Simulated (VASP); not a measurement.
# BeS (F-43m) in VASP: notebook

BeS is run at these levels: PBE; tasks: single point.

Program: VASP 6.6.1. These are calculated values, not measurements. Logs are shortened: lines on timing, memory, paths and dates and some standing lists are left out, and cuts for length are marked.

### Step 1. The cell of the first run

It takes space group F-43m (No. 216, cubic). The conventional cell has a = 4.840 Å, b = 4.840 Å, c = 4.840 Å, α = 90.00°, β = 90.00°, γ = 90.00°. Within 2.8 Å of Be (site symmetry -43m) lie 4 S at 2.10 Å. Within 2.8 Å of S (site symmetry -43m) lie 4 Be at 2.10 Å.

### Step 2. Single point, PBE

Input file INCAR:

```
SYSTEM = BeS
PREC = Accurate
ENCUT = 600
EDIFF = 1E-6
ISMEAR = 0
SIGMA = 0.1
LREAL = .FALSE.
LASPH = .TRUE.
NELM = 120
ALGO = Normal
ISIF = 2
LWAVE = .FALSE.
LCHARG = .FALSE.
GGA = PE
NBANDS = 11
GGA_COMPAT = .FALSE.
```

Input file KPOINTS:

```
Automatic mesh
0
G
  6 6 6
  0 0 0
```

Input file POSCAR:

```
BeS
1.0
    0.0000000000      2.4200000000      2.4200000000
    2.4200000000      0.0000000000      2.4200000000
    2.4200000000      2.4200000000      0.0000000000
Be S
1 1
Direct
    0.0000000000      0.0000000000      0.0000000000
    0.2500000000      0.2500000000      0.2500000000
```

Potentials or basis: VASP PAW PBE potentials, release 64 (Be, S).

Started as:

```
> cat potpaw_PBE.64/Be/POTCAR potpaw_PBE.64/S/POTCAR > POTCAR
> mpirun -np 1 vasp_std > vasp.out
```

OUTCAR:

```text
SYSTEM = BeS
   PREC = Accurate
   ENCUT = 600
   EDIFF = 1E-6
   ISMEAR = 0
   LREAL = .FALSE.
   LASPH = .TRUE.
   NELM = 120
   ISIF = 2
   GGA = PE

 ion  position               nearest neighbor table
   1  0.000  0.000  0.000-   2 2.10   2 2.10   2 2.10   2 2.10
   2  0.250  0.250  0.250-   1 2.10   1 2.10   1 2.10   1 2.10

  LATTYP: Found a face centered cubic cell.
 ALAT       =     4.8400000000

  Lattice vectors:

 A1 = (   0.0000000000,   2.4200000000,   2.4200000000)
 A2 = (   2.4200000000,   0.0000000000,   2.4200000000)
 A3 = (   2.4200000000,   2.4200000000,   0.0000000000)

Analysis of symmetry for initial positions (statically):
=====================================================================
 Subroutine PRICEL returns:
 Original cell was already a primitive cell.

 Routine SETGRP: Setting up the symmetry group for a
 face centered cubic supercell.

 Subroutine GETGRP returns: Found 24 space group operations
 (whereof 24 operations were pure point group operations)
 out of a pool of 48 trial point group operations.

The static configuration has the point symmetry T_d .

Analysis of symmetry for dynamics (positions and initial velocities):
=====================================================================
 Subroutine PRICEL returns:
 Original cell was already a primitive cell.

 Routine SETGRP: Setting up the symmetry group for a
 face centered cubic supercell.

 Subroutine GETGRP returns: Found 24 space group operations
 (whereof 24 operations were pure point group operations)
 out of a pool of 48 trial point group operations.

The dynamic configuration has the point symmetry T_d .

 Subroutine INISYM returns: Found 24 space group operations
 (whereof 24 operations are pure point group operations),
 and found     1 'primitive' translations

----------------------------------------------------------------------------------------

                                     Primitive cell

  volume of cell :      28.3450

  direct lattice vectors                    reciprocal lattice vectors
     0.000000000  2.420000000  2.420000000    -0.206611570  0.206611570  0.206611570
     2.420000000  0.000000000  2.420000000     0.206611570 -0.206611570  0.206611570
     2.420000000  2.420000000  0.000000000     0.206611570  0.206611570 -0.206611570

  length of vectors
     3.422396821  3.422396821  3.422396821     0.357861737  0.357861737  0.357861737

  position of ions in fractional coordinates (direct lattice)
     0.000000000  0.000000000  0.000000000
     0.250000000  0.250000000  0.250000000

  ion indices of the primitive-cell ions
   primitive index   ion index
                 1           1
                 2           2

----------------------------------------------------------------------------------------

 KPOINTS: Automatic mesh

Automatic generation of k-mesh.
 Grid dimensions read from file:
 generate k-points for:    6    6    6

 Generating k-lattice:

  Cartesian coordinates                     Fractional coordinates (reciprocal lattice)
    -0.034435262  0.034435262  0.034435262     0.166666667  0.000000000  0.000000000
     0.034435262 -0.034435262  0.034435262     0.000000000  0.166666667  0.000000000
     0.034435262  0.034435262 -0.034435262     0.000000000  0.000000000  0.166666667

  Length of vectors
     0.059643623  0.059643623  0.059643623

  Shift w.r.t. Gamma in fractional coordinates (k-lattice)
     0.000000000  0.000000000  0.000000000

 Subroutine IBZKPT returns following result:
 ===========================================

 Found     16 irreducible k-points:

 Following reciprocal coordinates:
            Coordinates               Weight
  0.000000  0.000000  0.000000      1.000000
  0.166667  0.000000  0.000000      8.000000
  0.333333  0.000000  0.000000      8.000000
  0.500000  0.000000  0.000000      4.000000
  0.166667  0.166667  0.000000      6.000000
  0.333333  0.166667  0.000000     24.000000
[... 8 lines left out ...]
 -0.333333  0.333333  0.166667     24.000000
 -0.333333  0.500000  0.166667     12.000000
   k-points           NKPTS =     16   k-points in BZ     NKDIM =     16   number of bands    NBANDS=     11
   number of dos      NEDOS =    301   number of ions     NIONS =      2
   total plane-waves  NPLWV =  21952
   dimension x,y,z NGX =    28 NGY =   28 NGZ =   28
   dimension x,y,z NGXF=    56 NGYF=   56 NGZF=   56
   ions per type =               1   1
   NGX,Y,Z   is equivalent  to a cutoff of  13.60, 13.60, 13.60 a.u.
   NGXF,Y,Z  is equivalent  to a cutoff of  27.20, 27.20, 27.20 a.u.
 SYSTEM =  BeS
   PREC   = accura    normal or accurate (medium, high low for compatibility)
   ISTART =      0    job   : 0-new  1-cont  2-samecut
   ICHARG =      2    charge: 1-file 2-atom 10-const
   ISPIN  =      1    spin polarized calculation?
   LNONCOLLINEAR =      F non collinear calculations
   LSORBIT =      F    spin-orbit coupling
   LASPH  =      T    aspherical Exc in radial PAW
   ENCUT  =  600.0 eV  44.10 Ry    6.64 a.u.   6.84  6.84  6.84*2*pi/ulx,y,z
   NELM   =    120;   NELMIN=  2; NELMDL= -5     # of ELM steps
   EDIFF  = 0.1E-05   stopping-criterion for ELM
   LREAL  =      F    real-space projection
   EDIFFG = 0.1E-04   stopping-criterion for IOM
   NSW    =      0    number of steps for IOM
   IBRION =     -1    ionic relax: 0-MD 1-quasi-New 2-CG
   NFREE  =      0    steps in history (QN), initial steepest desc. (CG)
   ISIF   =      2    stress and relaxation
   ISYM   =      2    0-nonsym 1-usesym 2-fastsym
   POTIM  = 0.5000    time-step for ionic-motion
   TEBEG  =    0.0;   TEEND  =   0.0 temperature during run
   PSTRESS=    0.0 pullay stress
   NELECT =       8.0000    total number of electrons
   NUPDOWN=      -1.0000    fix difference up-down
   EMIN   =  10.00;   EMAX   =-10.00  energy-range for DOS
   EFERMI =   0.00;   METHOD = LEGACY
   ISMEAR =     0;   SIGMA  =   0.10  broadening in eV -4-tet -1-fermi 0-gaus
   EFERMI_NEDOS =   21; number of points for ismear=-14 and -15
   IALGO  =     38    algorithm
   IMIX   =      4    mixing-type and parameters
     AMIX     =   0.40;   BMIX     =  1.00
     AMIX_MAG =   1.60;   BMIX_MAG =  1.00
  volume/ion in A,a.u.               =      14.17        95.64
  Fermi-wavevector in a.u.,A,eV,Ry     =   1.073856  2.029294 15.689791  1.153167
  Thomas-Fermi vector in A             =   2.209668
   LORBIT       =      0    0 simple, 1 ext, 2 COOP (PROOUT), +10 PAW based schemes
   GGA     = PE    functional components
   LHFCALC =     F    Hartree Fock is set to
   AEXX    =    0.0000 exact exchange contribution
   IVDW    =     0    specifies the selected vdW correction
   LEPSILON=     F    determine dielectric tensor
   LRPA    =     F    only Hartree local field effects (RPA)
 non-spin polarized calculation
 Gauss-broadening in eV      SIGMA  =   0.10
  energy-cutoff  :      600.00
  volume of cell :       28.34
 maximum number of plane-waves:       960
   NGX = 13   NGY = 13   NGZ = 13

 number of electron       7.9999999 magnetization

 Free energy of the ion-electron system (eV)
  ---------------------------------------------------
  ext. energy  EPLUGINS =         0.00000000
  ---------------------------------------------------
  free energy    TOTEN  =       -10.00638793 eV

  energy without entropy =      -10.00638793  energy(sigma->0) =      -10.00638793

 E-fermi :   4.7465     XC(G=0):  -9.7556

 val. band max:        4.2408048831   @ k =   0.0000   0.0000   0.0000
 cond. band min:       7.3367281555   @ k =   0.5000   0.5000   0.0000
 fundamental gap:      3.0959232724
 Fermi energy:         4.7464650041

 k-point     1 :       0.0000    0.0000    0.0000
  band No.  band energies     occupation
      1      -9.4937      2.00000
      2       4.2408      2.00000
      3       4.2408      2.00000
      4       4.2408      2.00000
      5       9.9067      0.00000
      6       9.9067      0.00000
      7       9.9067      0.00000
      8      10.1794      0.00000
      9      17.0656      0.00000
     10      17.0656      0.00000
     11      19.1608      0.00000

 k-point     2 :       0.1667    0.0000    0.0000
  band No.  band energies     occupation
      1      -9.1803      2.00000
      2       2.3396      2.00000
      3       3.9114      2.00000
      4       3.9114      2.00000
      5       9.8484      0.00000
      6      10.4767      0.00000
      7      10.4767      0.00000
      8      12.1547      0.00000
      9      16.1429      0.00000
     10      16.1429      0.00000
     11      18.8355      0.00000

 k-point     3 :       0.3333    0.0000    0.0000
  band No.  band energies     occupation
      1      -8.3972      2.00000
      2      -0.3494      2.00000
      3       3.4041      2.00000
      4       3.4041      2.00000
      5       9.7806      0.00000
      6      10.9017      0.00000
      7      10.9017      0.00000
      8      14.6846      0.00000
      9      16.8890      0.00000
     10      16.8890      0.00000
     11      18.5395      0.00000

 k-point     4 :       0.5000    0.0000    0.0000
  band No.  band energies     occupation
      1      -7.8657      2.00000
      2      -1.5874      2.00000
      3       3.1979      2.00000
      4       3.1979      2.00000
      5       9.7420      0.00000
      6      10.8008      0.00000
      7      10.8008      0.00000
      8      15.4782      0.00000
      9      19.2088      0.00000
     10      19.2088      0.00000
     11      19.4889      0.00000

 k-point     5 :       0.1667    0.1667    0.0000
  band No.  band energies     occupation
      1      -9.0761      2.00000
      2       2.7010      2.00000
      3       3.3009      2.00000
      4       3.3009      2.00000
      5       9.2258      0.00000
      6      11.4962      0.00000
      7      11.4962      0.00000
      8      11.5550      0.00000
      9      14.6776      0.00000
     10      17.6611      0.00000
     11      20.2100      0.00000
[... 99 lines left out ...]
 k-point    13 :       0.5000    0.5000    0.0000
  band No.  band energies     occupation
      1      -7.3168      2.00000
      2      -0.8107      2.00000
      3       1.5779      2.00000
      4       1.5779      2.00000
      5       7.3367      0.00000
      6       9.1526      0.00000
      7      17.0733      0.00000
      8      17.0733      0.00000
      9      19.8832      0.00000
     10      20.6501      0.00000
     11      21.1876      0.00000

 k-point    14 :       0.5000    0.3333    0.1667
  band No.  band energies     occupation
      1      -7.8186      2.00000
      2      -0.1715      2.00000
      3       1.2258      2.00000
      4       2.3131      2.00000
      5      10.0069      0.00000
      6      11.2716      0.00000
      7      12.0896      0.00000
      8      14.5716      0.00000
      9      16.9134      0.00000
     10      18.9002      0.00000
     11      20.9806      0.00000

 k-point    15 :      -0.3333    0.3333    0.1667
  band No.  band energies     occupation
      1      -7.4311      2.00000
      2      -0.6579      2.00000
      3       0.7733      2.00000
      4       1.8328      2.00000
      5      10.4215      0.00000
      6      11.2876      0.00000
      7      13.7427      0.00000
      8      14.5367      0.00000
      9      15.5077      0.00000
     10      19.7711      0.00000
     11      20.6601      0.00000

 k-point    16 :      -0.3333    0.5000    0.1667
  band No.  band energies     occupation
      1      -7.2748      2.00000
      2      -0.3882      2.00000
      3       0.7957      2.00000
      4       1.0208      2.00000
      5       9.3891      0.00000
      6      10.9155      0.00000
      7      14.3011      0.00000
      8      14.7624      0.00000
      9      18.7465      0.00000
     10      18.7960      0.00000
     11      21.2970      0.00000

------------------------ aborting loop because EDIFF is reached ----------------------------------------

  FORCE on cell =-STRESS in cart. coord.  units (eV):
  Direction    XX          YY          ZZ          XY          YZ          ZX
  --------------------------------------------------------------------------------------
  -------------------------------------------------------------------------------------
  Total        0.3977412      0.3977412      0.3977412     -0.0000000      0.0000000     -0.0000000
  in kB       22.4820076     22.4820076     22.4820076     -0.0000000      0.0000000     -0.0000000
  external PRESSURE =      22.4820076 kB  Pullay stress =       0.0000000 kB

 VOLUME and BASIS-vectors are now :
 -----------------------------------------------------------------------------
  energy-cutoff  :      600.00
  volume of cell :       28.34
      direct lattice vectors                 reciprocal lattice vectors
     0.000000000  2.420000000  2.420000000    -0.206611570  0.206611570  0.206611570
     2.420000000  0.000000000  2.420000000     0.206611570 -0.206611570  0.206611570
     2.420000000  2.420000000  0.000000000     0.206611570  0.206611570 -0.206611570

 POSITION                                       TOTAL-FORCE (eV/Angst)
 -----------------------------------------------------------------------------------
      0.00000      0.00000      0.00000         0.000000      0.000000      0.000000
      1.21000      1.21000      1.21000        -0.000000     -0.000000     -0.000000
 -----------------------------------------------------------------------------------
    total drift:                               -0.000000     -0.000000      0.000000

  FREE ENERGIE OF THE ION-ELECTRON SYSTEM (eV)
  ---------------------------------------------------
  free  energy   TOTEN  =       -10.0063879304 eV

  energy  without entropy=      -10.0063879304  energy(sigma->0) =      -10.00638793
```

Wall time 4.6 s (1 thread of Intel Xeon Platinum 8488C (Sapphire Rapids), shared host); peak memory 0.15 GiB.

Results:

- Free energy: -10.0064 eV
- Pressure: 2.2 GPa
- Band gap on the k mesh: 3.10 eV (least direct gap 5.67 eV)

Levels at points of the mesh, in eV from the valence-band top:
```tsv
k point	band 1	band 2	band 3	band 4	band 5	band 6	band 7	band 8
(0.00, 0.00, 0.00)	-13.73	0.00	0.00	0.00	5.67	5.67	5.67	5.94
(0.50, 0.00, 0.00)	-12.11	-5.83	-1.04	-1.04	5.50	6.56	6.56	11.24
(0.50, 0.50, 0.00)	-11.56	-5.05	-2.66	-2.66	3.10	4.91	12.83	12.83
```

A k mesh can miss the band edges.

### Step 3. Single point, PBE

This run uses another cell than the first one, of 14.49 Å³/atom.

Input file INCAR:

```
PREC     = Accurate       # precision mode
ENCUT    = 600            # plane-wave cutoff, eV
EDIFF    = 1E-6           # SCF threshold, eV
ISMEAR   = 0              # smearing method
SIGMA    = 0.02           # smearing width, eV
LREAL    = F              # projectors in reciprocal space
LASPH    = T              # aspherical terms in the spheres
NELM     = 120            # most SCF steps
ALGO     = Normal         # electronic algorithm
ISIF     = 2              # what is computed and relaxed
LWAVE    = F              # write WAVECAR
LCHARG   = F              # write CHGCAR
GGA      = PE             # functional
NBANDS   = 11             # bands
GGA_COMPAT= F
```

Input file KPOINTS:

```
regular mesh
0
Gamma
  8 8 8
```

Input file POSCAR:

```
BeS
1.0
    0.0000000000      2.4378857539      2.4378857539
    2.4378857539      0.0000000000      2.4378857539
    2.4378857539      2.4378857539      0.0000000000
Be S
1 1
Direct
    0.0000000000      0.0000000000      0.0000000000
    0.2500000000      0.2500000000      0.2500000000
```

Potentials or basis: VASP PAW PBE potentials, release 64 (Be, S).

Started as:

```
> cat potpaw_PBE.64/Be/POTCAR potpaw_PBE.64/S/POTCAR > POTCAR
> mpirun -np 1 vasp_std > vasp.out
```

It took 7.6 s on 1 thread of Intel Xeon Platinum 8488C (Sapphire Rapids), shared host; peak memory 0.15 GiB.

The run converged. Its results:

```
Free energy            : -10.0135 eV
Pressure               : 0.1 GPa
Band gap on the k mesh : 3.15 eV (least direct gap 5.68 eV)
```

Levels at points of the mesh, in eV from the valence-band top:
| k point | band 1 | band 2 | band 3 | band 4 | band 5 | band 6 | band 7 | band 8 | band 9 |
| --- | --- | --- | --- | --- | --- | --- | --- | --- | --- |
| (0.00, 0.00, 0.00) | -13.59 | 0.00 | 0.00 | 0.00 | 5.68 | 5.68 | 5.68 | 5.75 | 12.78 |
| (0.50, 0.00, 0.00) | -12.02 | -5.69 | -1.01 | -1.01 | 5.42 | 6.57 | 6.57 | 11.13 | 14.87 |
| (0.50, 0.50, 0.00) | -11.49 | -4.94 | -2.59 | -2.59 | 3.15 | 4.93 | 12.65 | 12.65 | 15.35 |

A k mesh can miss the band edges.
